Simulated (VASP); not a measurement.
Input of a VASP 6.6.1 run:

The input INCAR:

```
SYSTEM = AlFe
ALGO     = Normal         ! electronic algorithm
EDIFF    = 1E-6           ! SCF threshold, eV
ENCUT    = 520            ! plane-wave cutoff, eV
GGA      = PE             ! functional
ISIF     = 2              ! what is computed and relaxed
ISMEAR   = -1             ! smearing method
ISPIN    = 2              ! spin polarisation
LASPH    = .True.         ! aspherical terms in the spheres
LCHARG   = .False.        ! write CHGCAR
LMAXMIX  = 4              ! l up to which the mixer works
LORBIT   = 11             ! projections on sites
LREAL    = .False.        ! projectors in reciprocal space
LWAVE    = .False.        ! write WAVECAR
MAGMOM   = 0 0            ! initial moments
NBANDS   = 16             ! bands
NELM     = 150            ! most SCF steps
NUPDOWN  = 0.0            ! fixed moment
PREC     = Accurate       ! precision mode
SIGMA    = 0.1            ! smearing width, eV
```

The input KPOINTS:

```
k-points
0
Gamma
  9 9 9
  0 0 0
```

File POSCAR:

```
AlFe
1.0
    2.9100000000      0.0000000000      0.0000000000
    0.0000000000      2.9100000000      0.0000000000
    0.0000000000      0.0000000000      2.9100000000
Al Fe
1 1
Direct
    0.0000000000      0.0000000000      0.0000000000
    0.5000000000      0.5000000000      0.5000000000
```

Potentials or basis: VASP PAW PBE potentials, release 64 (Al, Fe).

Run with:

```sh
$ cat potpaw_PBE.64/Al/POTCAR potpaw_PBE.64/Fe/POTCAR > POTCAR
$ mpirun -np 1 vasp_std > vasp.out
```

(1) What does it give for the pressure?

## Answers

(1) -6.7 GPa.

Caveat: the total moment is fixed, so each spin has its own Fermi level.
